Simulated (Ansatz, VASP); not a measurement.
# SiO2 in VASP and in Ansatz

Contents of INCAR:

```
PREC = Accurate
ENCUT = 520
EDIFF = 1E-7
ISMEAR = -1
SIGMA = 0.03
LREAL = False
LASPH = True
NELM = 100
ALGO = Normal
ISIF = 2
LWAVE = False
LCHARG = False
GGA = PE
NBANDS = 25
```

Contents of KPOINTS:

```
regular mesh
0
Gamma
  6 6 9
```

POSCAR

```
SiO2
1.0
    4.2637020000      0.0000000000      0.0000000000
    0.0000000000      4.2637020000      0.0000000000
    0.0000000000      0.0000000000      2.6678000000
Si O
2 4
Direct
    0.0000000000      0.0000000000      0.0000000000
    0.5000000000      0.5000000000      0.5000000000
    0.3067000000      0.3067000000      0.0000000000
    0.1933000000      0.8067000000      0.5000000000
    0.6933000000      0.6933000000      0.0000000000
    0.8067000000      0.1933000000      0.5000000000
```

Input for Ansatz:

```yaml
crystal:
  lattice:
    - [4.263702, 0.0, 0.0]
    - [0.0, 4.263702, 0.0]
    - [0.0, 0.0, 2.6678]
  atoms:
    - { symbol: Si, position: [0.0, 0.0, 0.0] }
    - { symbol: Si, position: [0.5, 0.5, 0.5] }
    - { symbol: O, position: [0.3067, 0.3067, 0.0] }
    - { symbol: O, position: [0.1933, 0.8067, 0.5] }
    - { symbol: O, position: [0.6933, 0.6933, 0.0] }
    - { symbol: O, position: [0.8067, 0.1933, 0.5] }
kpoints:
  mp_grid: { grid: [6, 6, 9] }
  band_path:
    path:
      - [0.0, 0.0, 0.0]
      - [0.0, 0.5, 0.0]
      - [0.5, 0.5, 0.0]
      - [0.0, 0.0, 0.0]
      - [0.0, 0.0, 0.5]
      - [0.0, 0.5, 0.5]
      - [0.5, 0.5, 0.5]
      - [0.0, 0.0, 0.5]
      - [0.0, 0.5, 0.0]
    npoints: 5
scf:
  occupations: { method: fermi_dirac, width: 0.03 }
hamiltonian:
  xc: pbe
  pseudopotentials: { kind: all_electron, lapw: { basis_error: 0.001 } }
output:
  forces: true
  stress: true
  eigenvalues: true
```

Change from the starting cell: equal xx and yy strain of +2 %.

Alike in both runs: task single point; functional PBE; k mesh 6 × 6 × 9; occupations fermi-dirac, width 0.03 eV; no spin polarisation.

```csv
,VASP,Ansatz
version,VASP 6.6.1,Ansatz 0.2.0
potentials or method,"VASP PAW PBE potentials, release 64 (Si, O), cutoff 520 eV","all-electron LAPW, scalar-relativistic"
```

|  | VASP | Ansatz | Ansatz less VASP |
| --- | --- | --- | --- |
| gap on the k mesh at the Fermi level (eV) | 4.99 | 5.02 | +0.029 |
| pressure (GPa) | -0.6 | -0.7 | -0.15 |
| traceless stress, the component that is largest in VASP (GPa) | 4.82 | 4.37 | -0.452 |
| rms of the force components (eV/Å) | 0.081 | 0.091 | +0.0107 |

Atom by atom the forces differ by 0.011 eV/Å (rms over components). Ansatz ran all-electron here, and VASP with PAW potentials.
